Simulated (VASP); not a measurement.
**Si3WC2: single point with PBE**

Crystal: Si3WC2.

```
Si W C
1.0
     2.80017   -4.31648    0.00000
     2.80017    4.31648    0.00000
     0.00000    0.00000    2.79804
Si W C
3 1 2
Direct
  0.00000 0.00000 0.00000
  0.50000 0.00000 0.50000
  0.00000 0.50000 0.50000
  0.50000 0.50000 0.00000
  0.24247 0.75753 0.00000
  0.75753 0.24247 0.00000
```

The cell was generated, and may not be a known phase.

```json
{
  "Program": "VASP 6.6.1",
  "Task": "single point",
  "Functional": "PBE",
  "Potentials or basis": "VASP PAW PBE potentials, release 64 (Si, W_sv, C)",
  "Cutoff": "520 eV",
  "k mesh": "4 × 4 × 6",
  "Occupations": "gaussian, width 0.1 eV",
  "Spin": "no spin polarisation"
}
```

- Pressure: 0.1 GPa
- Largest force: 0.023 eV/Å
- Band gap on the k mesh: zero (bands 17 and 18 overlap by 2.49 eV)

Forces on the atoms (eV/Å):
```
Si   0.000  0.000  0.000
Si   0.000  0.000  0.000
Si   0.000  0.000  0.000
W    0.000  0.000  0.000
C    0.000  0.023  0.000
C    0.000 -0.023  0.000
```

Stress tensor (GPa, compression positive):
```
-0.23  0.00  0.00
 0.00  0.03  0.00
 0.00  0.00  0.36
```

Levels at points of the mesh, in eV from the Fermi level:
```tsv
k point	band 13	band 14	band 15	band 16	band 17	band 18	band 19	band 20	band 21	band 22
(0.00, 0.00, 0.00)	-2.81	-2.62	-1.73	-0.37	0.20	1.86	2.23	3.28	4.50	5.44
(0.50, 0.00, 0.00)	-2.61	-2.11	-2.05	-0.47	0.74	1.64	2.48	2.99	3.34	4.30
(0.50, 0.50, 0.00)	-3.14	-2.83	-1.65	-1.31	0.19	1.22	1.65	2.53	4.56	4.93
(0.00, 0.00, 0.50)	-3.91	-3.88	-3.01	-1.86	-1.74	-0.20	1.09	1.63	1.78	3.60
(0.50, 0.00, 0.50)	-4.71	-2.37	-2.30	-2.10	-0.63	-0.54	0.76	0.86	1.07	4.51
(0.50, 0.50, 0.50)	-2.99	-2.11	-1.85	-1.66	-0.64	-0.18	1.38	1.92	2.30	2.99
```

It took 21 s on 1 thread of Intel(R) Xeon(R) 6975P-C (Granite Rapids), with other jobs on the host, peak memory 0.2 GiB.

Caveat: the k points lie up to 0.37 Å⁻¹ apart, too coarse for converged energies and pressures of a metal; spin-orbit coupling is left out, which moves the levels of the heavy elements.
